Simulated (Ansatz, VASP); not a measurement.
# One calculation of AgCl, two programs

```
Ag Cl
1.0
     0.00000    2.77317    2.77317
     2.77317    0.00000    2.77317
     2.77317    2.77317    0.00000
Ag Cl
1 1
Direct
  0.00000 0.00000 0.00000
  0.50000 0.50000 0.50000
```

Alike in both runs: task single point; functional PBE; k mesh 6 × 6 × 6; occupations gaussian, width 0.2 eV; no spin polarisation.

|  | VASP | Ansatz |
| --- | --- | --- |
| version | VASP 6.6.1 | Ansatz 0.2.0 |
| potentials or method | VASP PAW PBE potentials, release 64 (Ag, Cl) | plane waves |
| plane-wave cutoff (eV) | 520 | 420 |
| valence electrons in the cell | 18 | 26 |

Ansatz gave:

| Item | Value |
| --- | --- |
| pressure (GPa) | 1.6 |

Question: Which values does VASP return?

Answer: Pressure (GPa): 1.5.

VASP's potentials hold 18 valence electrons a cell and Ansatz's 26, so a difference there can come from the potentials and not from the codes.
